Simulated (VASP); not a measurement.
# NaB12: relaxation of cell and atoms with PBE

The system is NaB12.

```
Na B
1.0
     0.00000    3.68055    3.68055
     3.68055    0.00000    3.68055
     3.68055    3.68055    0.00000
Na B
1 12
Direct
  0.00000 0.00000 0.00000
  0.83757 0.16243 0.50000
  0.16243 0.83757 0.50000
  0.50000 0.83757 0.16243
  0.16243 0.50000 0.50000
  0.50000 0.50000 0.83757
  0.50000 0.50000 0.16243
  0.50000 0.83757 0.50000
  0.16243 0.50000 0.83757
  0.83757 0.50000 0.50000
  0.50000 0.16243 0.50000
  0.83757 0.50000 0.16243
  0.50000 0.16243 0.83757
```

The cell was generated, and may not be a known phase.

| Item | Value |
| --- | --- |
| Program | VASP 6.6.1 |
| Task | relaxation of cell and atoms |
| Functional | PBE |
| Potentials or basis | VASP PAW PBE potentials, release 64 (Na_pv, B) |
| Cutoff | 600 eV |
| k mesh | 4 × 4 × 4 |
| Occupations | gaussian, width 0.1 eV |
| Spin | no spin polarisation |
| Dipole correction | no |
| Further INCAR settings | ALGO = Normal; EDIFF = 1e-06; IBRION = 2; EDIFFG = -0.04; NSW = 90; ISIF = 3 |

| Quantity | Value |
| --- | --- |
| Relaxed volume | 8.04 Å³/atom |
| Relaxed cell | a = 5.287 Å, b = 5.287 Å, c = 5.287 Å, α = 60.00°, β = 60.00°, γ = 60.00° |
| Space group after relaxing (to 0.1 Å) | Fm-3m (No. 225) |
| Energy gained by relaxing | 11.7 meV/atom |
| Ionic steps | 3 |
| Pressure after relaxing | 0.1 GPa |
| Largest force after relaxing | 0.028 eV/Å |
| Band gap on the k mesh | zero (an odd number of electrons rules out a gap without spin polarisation) |

Forces in eV/Å, atoms in the order of the input:
```
Na   0.000  0.000  0.000
B   -0.020  0.020  0.000
B    0.020 -0.020  0.000
B    0.000 -0.020  0.020
B    0.000 -0.020 -0.020
B    0.020  0.020  0.000
B   -0.020 -0.020  0.000
B    0.020  0.000  0.020
B    0.020  0.000 -0.020
B    0.000  0.020  0.020
B   -0.020  0.000 -0.020
B   -0.020  0.000  0.020
B    0.000  0.020 -0.020
```

Step by step:
```csv
step,energy change (eV),largest force (eV/Å),pressure (GPa),volume (Å³)
1,0.0000,0.2681,9.57,99.72
2,-0.1285,0.1179,-3.24,106.48
3,-0.1515,0.0283,0.12,104.49
```

Final structure:
```
CELL_PARAMETERS angstrom
0.00000 3.73842 3.73842
3.73842 0.00000 3.73842
3.73842 3.73842 0.00000
ATOMIC_POSITIONS crystal
Na 0.00000 0.00000 0.00000
B 0.83578 0.16422 0.50000
B 0.16422 0.83578 0.50000
B 0.50000 0.83578 0.16422
B 0.16422 0.50000 0.50000
B 0.50000 0.50000 0.83578
B 0.50000 0.50000 0.16422
B 0.50000 0.83578 0.50000
B 0.16422 0.50000 0.83578
B 0.83578 0.50000 0.50000
B 0.50000 0.16422 0.50000
B 0.83578 0.50000 0.16422
B 0.50000 0.16422 0.83578
```

Levels at points of the mesh, in eV from the Fermi level:
```csv
k point,band 19,band 20,band 21,band 22,band 23,band 24,band 25,band 26
"(0.00, 0.00, 0.00)",0.08,0.08,0.64,0.64,4.67,4.67,4.67,6.34
"(0.50, 0.00, 0.00)",-0.21,-0.21,0.19,0.19,3.23,3.23,4.49,5.61
"(0.50, 0.50, 0.00)",-0.62,-0.62,-0.32,-0.11,1.49,1.49,5.51,6.29
```

It took 43 s on 1 thread of Intel(R) Xeon(R) 6975P-C (Granite Rapids) (shared host), peak memory 0.26 GiB.

Caveat: the k points lie up to 0.36 Å⁻¹ apart in the final cell, too coarse for converged energies and pressures of a metal; an odd number of electrons without spin polarisation forces a metal; a magnetic or distorted state may lie lower.
